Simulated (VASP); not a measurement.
# W (Im-3m) in VASP: relaxation of cell and atoms with PBE

Aim: the relaxation of cell and atoms of W with PBE.

Program: VASP 6.6.1. These are calculated values, not measurements. Logs are shortened: lines on timing, memory, paths and dates and some standing lists are left out, and cuts for length are marked.

## Step 1: The cell of the first run

The structure is cubic, space group Im-3m (No. 229). The conventional cell has a = 3.150 Å, b = 3.150 Å, c = 3.150 Å, α = 90.00°, β = 90.00°, γ = 90.00°. W (site symmetry m-3m) has 14 W at 2.73 to 3.15 Å within 3.6 Å.

## Step 2: Relaxation of cell and atoms, PBE

INCAR reads:

```
ALGO     = Normal         # electronic algorithm
EDIFF    = 1E-7           # SCF threshold, eV
EDIFFG   = -0.05          # ionic threshold
ENCUT    = 500            # plane-wave cutoff, eV
GGA      = PE             # functional
GGA_COMPAT= F            
IBRION   = 2              # ionic algorithm
ISIF     = 3              # what is computed and relaxed
ISMEAR   = 0              # smearing method
LASPH    = T              # aspherical terms in the spheres
LCHARG   = F              # write CHGCAR
LREAL    = F              # projectors in reciprocal space
LWAVE    = F              # write WAVECAR
NELM     = 120            # most SCF steps
NELMIN   = 4            
NSW      = 100            # ionic steps
PREC     = Accurate       # precision mode
SIGMA    = 0.1            # smearing width, eV
```

KPOINTS reads:

```
k-points
0
Gamma
  8 8 8
```

POSCAR reads:

```
W
1.0
   -1.5750000000      1.5750000000      1.5750000000
    1.5750000000     -1.5750000000      1.5750000000
    1.5750000000      1.5750000000     -1.5750000000
W
1
Direct
    0.0000000000      0.0000000000      0.0000000000
```

Potentials or basis: VASP PAW PBE potentials, release 64 (W_sv).

On the command line:

```bash
> cat potpaw_PBE.64/W_sv/POTCAR > POTCAR
> mpirun -np 1 vasp_std > vasp.out
```

OUTCAR:

```text
EDIFF = 1E-7
   EDIFFG = -0.05
   ENCUT = 500
   GGA = PE
   IBRION = 2
   ISIF = 3
   ISMEAR = 0
   LASPH = T
   LREAL = F
   NELM = 120
   NELMIN = 4
   NSW = 100
   PREC = Accurate

 ion  position               nearest neighbor table
   1  0.000  0.000  0.000-

  LATTYP: Found a body centered cubic cell.
 ALAT       =     3.1500000000

  Lattice vectors:

 A1 = (  -1.5750000000,   1.5750000000,   1.5750000000)
 A2 = (   1.5750000000,  -1.5750000000,   1.5750000000)
 A3 = (   1.5750000000,   1.5750000000,  -1.5750000000)

Analysis of symmetry for initial positions (statically):
=====================================================================
 Subroutine PRICEL returns:
 Original cell was already a primitive cell.

 Routine SETGRP: Setting up the symmetry group for a
 body centered cubic supercell.

 Subroutine GETGRP returns: Found 48 space group operations
 (whereof 48 operations were pure point group operations)
 out of a pool of 48 trial point group operations.

The static configuration has the point symmetry O_h .

Analysis of symmetry for dynamics (positions and initial velocities):
=====================================================================
 Subroutine PRICEL returns:
 Original cell was already a primitive cell.

 Routine SETGRP: Setting up the symmetry group for a
 body centered cubic supercell.

 Subroutine GETGRP returns: Found 48 space group operations
 (whereof 48 operations were pure point group operations)
 out of a pool of 48 trial point group operations.

The dynamic configuration has the point symmetry O_h .

 Subroutine INISYM returns: Found 48 space group operations
 (whereof 48 operations are pure point group operations),
 and found     1 'primitive' translations

----------------------------------------------------------------------------------------

                                     Primitive cell

  volume of cell :      15.6279

  direct lattice vectors                    reciprocal lattice vectors
    -1.575000000  1.575000000  1.575000000     0.000000000  0.317460317  0.317460317
     1.575000000 -1.575000000  1.575000000     0.317460317  0.000000000  0.317460317
     1.575000000  1.575000000 -1.575000000     0.317460317  0.317460317  0.000000000

  length of vectors
     2.727980022  2.727980022  2.727980022     0.448956686  0.448956686  0.448956686

  position of ions in fractional coordinates (direct lattice)
     0.000000000  0.000000000  0.000000000

  ion indices of the primitive-cell ions
   primitive index   ion index
                 1           1

----------------------------------------------------------------------------------------

 KPOINTS: k-points

Automatic generation of k-mesh.
 Grid dimensions read from file:
 generate k-points for:    8    8    8

 Generating k-lattice:

  Cartesian coordinates                     Fractional coordinates (reciprocal lattice)
     0.000000000  0.039682540  0.039682540     0.125000000  0.000000000  0.000000000
     0.039682540  0.000000000  0.039682540     0.000000000  0.125000000  0.000000000
     0.039682540  0.039682540  0.000000000     0.000000000  0.000000000  0.125000000

  Length of vectors
     0.056119586  0.056119586  0.056119586

  Shift w.r.t. Gamma in fractional coordinates (k-lattice)
     0.000000000  0.000000000  0.000000000

 Subroutine IBZKPT returns following result:
 ===========================================

 Found     29 irreducible k-points:

 Following reciprocal coordinates:
            Coordinates               Weight
  0.000000  0.000000  0.000000      1.000000
  0.125000  0.000000  0.000000     12.000000
  0.250000  0.000000  0.000000     12.000000
  0.375000  0.000000  0.000000     12.000000
  0.500000  0.000000  0.000000      6.000000
  0.125000  0.125000  0.000000     24.000000
[... 16 lines left out ...]
 -0.250000  0.250000  0.250000      6.000000
 -0.375000  0.375000  0.250000     24.000000
 [... further k-points ...]
   k-points           NKPTS =     29   k-points in BZ     NKDIM =     29   number of bands    NBANDS=     11
   number of dos      NEDOS =    301   number of ions     NIONS =      1
   total plane-waves  NPLWV =   8000
   dimension x,y,z NGX =    20 NGY =   20 NGZ =   20
   dimension x,y,z NGXF=    40 NGYF=   40 NGZF=   40
   ions per type =               1
   NGX,Y,Z   is equivalent  to a cutoff of  12.19, 12.19, 12.19 a.u.
   NGXF,Y,Z  is equivalent  to a cutoff of  24.38, 24.38, 24.38 a.u.
 SYSTEM =  unknown system
   PREC   = accura    normal or accurate (medium, high low for compatibility)
   ISTART =      0    job   : 0-new  1-cont  2-samecut
   ICHARG =      2    charge: 1-file 2-atom 10-const
   ISPIN  =      1    spin polarized calculation?
   LNONCOLLINEAR =      F non collinear calculations
   LSORBIT =      F    spin-orbit coupling
   LASPH  =      T    aspherical Exc in radial PAW
   ENCUT  =  500.0 eV  36.75 Ry    6.06 a.u.   4.97  4.97  4.97*2*pi/ulx,y,z
   NELM   =    120;   NELMIN=  4; NELMDL= -5     # of ELM steps
   EDIFF  = 0.1E-06   stopping-criterion for ELM
   LREAL  =      F    real-space projection
   EDIFFG = -.5E-01   stopping-criterion for IOM
   NSW    =    100    number of steps for IOM
   IBRION =      2    ionic relax: 0-MD 1-quasi-New 2-CG
   NFREE  =      1    steps in history (QN), initial steepest desc. (CG)
   ISIF   =      3    stress and relaxation
   ISYM   =      2    0-nonsym 1-usesym 2-fastsym
   POTIM  = 0.5000    time-step for ionic-motion
   TEBEG  =    0.0;   TEEND  =   0.0 temperature during run
   PSTRESS=    0.0 pullay stress
   NELECT =      14.0000    total number of electrons
   NUPDOWN=      -1.0000    fix difference up-down
   EMIN   =  10.00;   EMAX   =-10.00  energy-range for DOS
   EFERMI =   0.00;   METHOD = LEGACY
   ISMEAR =     0;   SIGMA  =   0.10  broadening in eV -4-tet -1-fermi 0-gaus
   EFERMI_NEDOS =   21; number of points for ismear=-14 and -15
   IALGO  =     38    algorithm
   IMIX   =      4    mixing-type and parameters
     AMIX     =   0.40;   BMIX     =  1.00
     AMIX_MAG =   1.60;   BMIX_MAG =  1.00
  volume/ion in A,a.u.               =      15.63       105.46
  Fermi-wavevector in a.u.,A,eV,Ry     =   1.578157  2.982285 33.886404  2.490580
  Thomas-Fermi vector in A             =   2.678731
   LORBIT       =      0    0 simple, 1 ext, 2 COOP (PROOUT), +10 PAW based schemes
   GGA     = PE    functional components
   LHFCALC =     F    Hartree Fock is set to
   AEXX    =    0.0000 exact exchange contribution
   IVDW    =     0    specifies the selected vdW correction
   LEPSILON=     F    determine dielectric tensor
   LRPA    =     F    only Hartree local field effects (RPA)
 conjugate gradient relaxation of ions
 non-spin polarized calculation
 Gauss-broadening in eV      SIGMA  =   0.10
  energy-cutoff  :      500.00
  volume of cell :       15.63
 maximum number of plane-waves:       420
   NGX =  9   NGY =  9   NGZ =  9

--------------------------------------- Ionic step        1  -------------------------------------------

 number of electron      14.0000005 magnetization

 Free energy of the ion-electron system (eV)
  ---------------------------------------------------
  ext. energy  EPLUGINS =         0.00000000
  ---------------------------------------------------
  free energy    TOTEN  =       -12.93663650 eV

  energy without entropy =      -12.93663516  energy(sigma->0) =      -12.93663583

------------------------ aborting loop because EDIFF is reached ----------------------------------------

  FORCE on cell =-STRESS in cart. coord.  units (eV):
  Direction    XX          YY          ZZ          XY          YZ          ZX
  --------------------------------------------------------------------------------------
  -------------------------------------------------------------------------------------
  Total        1.1192335      1.1192335      1.1192335      0.0000000      0.0000000      0.0000000
  in kB      114.7439079    114.7439079    114.7439079      0.0000000      0.0000000      0.0000000
  external PRESSURE =     114.7439079 kB  Pullay stress =       0.0000000 kB
[... 20 lines left out ...]
  energy  without entropy=      -12.9366351589  energy(sigma->0) =      -12.93663583

--------------------------------------- Ionic step        2  -------------------------------------------

 number of electron      14.0000005 magnetization

 E-fermi :   9.3197     XC(G=0): -12.8439

 val. band max:        9.0613126144   @ k =   0.1250   0.0000   0.0000
 cond. band min:       9.5657250297   @ k =   0.5000   0.5000   0.2500
 fundamental gap:      0.5044124153
 Fermi energy:         9.3196956831

 k-point     1 :       0.0000    0.0000    0.0000
  band No.  band energies     occupation
      1     -64.9060      2.00000
      2     -28.6330      2.00000
      3     -28.6330      2.00000
      4     -28.6330      2.00000
      5       0.6506      2.00000
      6       8.4654      2.00000
      7       8.4654      2.00000
      8       8.4654      2.00000
      9      11.4035      0.00000
     10      11.4035      0.00000
     11      23.6427      0.00000
[... 389 lines left out ...]
  energy  without entropy=      -12.9556086924  energy(sigma->0) =      -12.95560952

--------------------------------------- Ionic step        4  -------------------------------------------

 number of electron      14.0000000 magnetization

 Free energy of the ion-electron system (eV)
  ---------------------------------------------------
  ext. energy  EPLUGINS =         0.00000000
  ---------------------------------------------------
  free energy    TOTEN  =       -12.95566868 eV

  energy without entropy =      -12.95566703  energy(sigma->0) =      -12.95566786

 E-fermi :  10.9446     XC(G=0): -13.5252

 val. band max:       10.6626738398   @ k =   0.1250   0.0000   0.0000
 cond. band min:      11.2299303862   @ k =  -0.2500   0.2500   0.1250
 fundamental gap:      0.5672565464
 Fermi energy:        10.9446294477

 k-point     1 :       0.0000    0.0000    0.0000
  band No.  band energies     occupation
      1     -63.0560      2.00000
      2     -26.6472      2.00000
      3     -26.6472      2.00000
      4     -26.6472      2.00000
      5       1.6269      2.00000
      6       9.9592      2.00000
      7       9.9592      2.00000
      8       9.9592      2.00000
      9      13.3658      0.00000
     10      13.3658      0.00000
     11      25.6204      0.00000
[... 350 lines left out ...]
  FREE ENERGIE OF THE ION-ELECTRON SYSTEM (eV)
  ---------------------------------------------------
  free  energy   TOTEN  =       -12.9556686759 eV

  energy  without entropy=      -12.9556670343  energy(sigma->0) =      -12.95566786

 reached required accuracy - stopping structural energy minimisation
```

Run time: 11 s. Hardware: 1 thread of Intel Xeon Platinum 8375C at 2.90GHz (Ice Lake), shared host; peak memory 0.13 GiB.

Results:

```
Free energy                            : -12.9557 eV
Relaxed volume                         : 16.18 Å³/atom
Relaxed cell                           : a = 2.760 Å, b = 2.760 Å, c = 2.760 Å, α = 109.47°, β = 109.47°, γ = 109.47°
Space group after relaxing (to 0.05 Å) : Im-3m (No. 229)
Energy gained by relaxing              : 19.0 meV/atom
Ionic steps                            : 4
Pressure after relaxing                : 0.0 GPa
Band gap on the k mesh                 : zero (band 7 reaches 16.17 eV, above the bottom of band 8 at 9.96 eV)
```

Step by step:
| step | energy change (eV) | largest force (eV/Å) | pressure (GPa) | volume (Å³) |
| --- | --- | --- | --- | --- |
| 1 | 0.0000 | 0.0000 | 11.47 | 15.63 |
| 2 | 0.1958 | 0.0000 | -29.04 | 18.30 |
| 3 | -0.0190 | 0.0000 | -0.59 | 16.21 |
| 4 | -0.0190 | 0.0000 | -0.03 | 16.18 |

Final structure:
```yaml
crystal:
  lattice:
    - [-1.59327, 1.59327, 1.59327]
    - [1.59327, -1.59327, 1.59327]
    - [1.59327, 1.59327, -1.59327]
  atoms:
    - { symbol: W, position: [0.00000, 0.00000, 0.00000] }
```

Levels at points of the mesh, in eV from the Fermi level:
| k point | band 4 | band 5 | band 6 | band 7 | band 8 | band 9 | band 10 | band 11 |
| --- | --- | --- | --- | --- | --- | --- | --- | --- |
| (0.00, 0.00, 0.00) | -37.59 | -9.32 | -0.99 | -0.99 | -0.99 | 2.42 | 2.42 | 14.68 |
| (0.50, 0.00, 0.00) | -37.60 | -5.94 | -3.26 | 0.81 | 2.30 | 3.26 | 6.18 | 10.96 |
| (0.50, 0.50, 0.50) | -38.44 | -5.47 | -5.47 | 5.23 | 5.23 | 5.23 | 8.29 | 8.29 |

Caveat: spin-orbit coupling is left out, which moves the levels of the heavy elements.
